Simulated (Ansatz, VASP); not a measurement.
# Two plane-wave programs on Nb2SiO3

```
Nb Si O
1.0
    -1.40341    1.40341    8.31138
     1.40341   -1.40341    8.31138
     1.40341    1.40341   -8.31138
Nb Si O
2 1 3
Direct
  0.31771 0.31771 0.00000
  0.68229 0.68229 0.00000
  0.00000 0.00000 0.00000
  0.89872 0.89872 0.00000
  0.10128 0.10128 0.00000
  0.50000 0.50000 0.00000
```

Change from the starting cell: species swapped into the K2NaCl3 type (I4/mmm, No. 139).

Alike in both runs: functional PBE; k mesh 5 × 5 × 5; occupations gaussian, width 0.15 eV; no spin polarisation.

Ansatz relaxed the structure, and its values are those at the end. VASP's run is a single point on that final structure, the one shown.

|  | VASP | Ansatz |
| --- | --- | --- |
| version | VASP 6.6.1 | Ansatz 0.2.0 |
| potentials or method | VASP PAW PBE potentials, release 64 (Nb_sv, Si, O), cutoff 600 eV | scalar-relativistic, plane waves, PAW |
| valence electrons in the cell | 48 | 48 |

|  | VASP | Ansatz | Ansatz less VASP |
| --- | --- | --- | --- |
| gap on the k mesh at the Fermi level (eV) | none | none | - |
| pressure (GPa) | -0.3 | -0.1 | +0.19 |
| rms of the force components (eV/Å) | 0.041 | 0.009 | -0.0323 |

A gap of «none» marks a metal or a gap that the smearing closes. The functional is the same, so the differences come from potentials, cutoffs and numerics.

The k mesh is coarse, so the values compare programs but aren't converged.
